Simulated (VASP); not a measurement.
A run of VASP 6.6.1 is set up as follows.

The input INCAR:

```
SYSTEM = Ca
  ALGO = Normal
  EDIFF = 1E-6
  ENCUT = 500
  GGA = CA
  GGA_COMPAT = .False.
  ISIF = 2
  ISMEAR = -1
  LASPH = .True.
  LCHARG = .False.
  LREAL = .False.
  LWAVE = .False.
  NBANDS = 11
  NELM = 120
  PREC = Accurate
  SIGMA = 0.05
```

File KPOINTS:

```
k-points
0
Gamma
  11 11 11
  0 0 0
```

Contents of POSCAR:

```
Ca
1.0
    0.0000000000      2.7942000000      2.7942000000
    2.7942000000      0.0000000000      2.7942000000
    2.7942000000      2.7942000000      0.0000000000
Ca
1
Direct
    0.0000000000      0.0000000000      0.0000000000
```

Potentials or basis: VASP PAW LDA potentials, release 64 (Ca_sv).

The run is started by

```console
$ cat potpaw_LDA.64/Ca_sv/POTCAR > POTCAR
$ mpirun -np 1 vasp_std > vasp.out
```

Predict the pressure.

-2.1 GPa.

Predict the band gap on the k mesh.

zero (bands 5 and 6 overlap by 0.24 eV).
